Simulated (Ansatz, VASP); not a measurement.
**HfN: VASP beside Ansatz**

```
CELL_PARAMETERS angstrom
0.00000 2.16864 2.07828
2.16864 0.00000 2.07828
2.16864 2.16864 0.00000
ATOMIC_POSITIONS crystal
Hf 0.00000 0.00000 0.00000
N 0.50000 0.50000 0.50000
```

Change from the starting cell: strain -0.040 along x and y, -0.080 along z, atoms carried along.

Alike in both runs: task single point; functional PBEsol; k mesh 18 × 18 × 18; occupations gaussian, width 0.15 eV; no spin polarisation.

|  | VASP | Ansatz |
| --- | --- | --- |
| version | VASP 6.6.1 | Ansatz 0.2.0 |
| potentials or method | VASP PAW PBE potentials, release 64 (Hf_pv, N), cutoff 520 eV | scalar-relativistic, plane waves, PAW |
| valence electrons in the cell | 15 | 31 |

|  | VASP | Ansatz | Ansatz less VASP |
| --- | --- | --- | --- |
| gap on the k mesh at the Fermi level (eV) | none | none | - |
| pressure (GPa) | 60.6 | 62.4 | +1.83 |
| traceless stress, the component that is largest in VASP (GPa) | 30.23 | 29.79 | -0.440 |

VASP's potentials were made for PBE, not for PBEsol. A gap of «none» marks a metal or a gap that the smearing closes. Both programs put the cell under a high pressure, so it lies far from rest at this level. The functional is the same, so the differences come from potentials, cutoffs and numerics. VASP's potentials hold 15 valence electrons a cell and Ansatz's 31, so a difference there can come from the potentials and not from the codes.

Spin-orbit coupling is off throughout. Noted on VASP's run: the cell as given lies far from equilibrium.
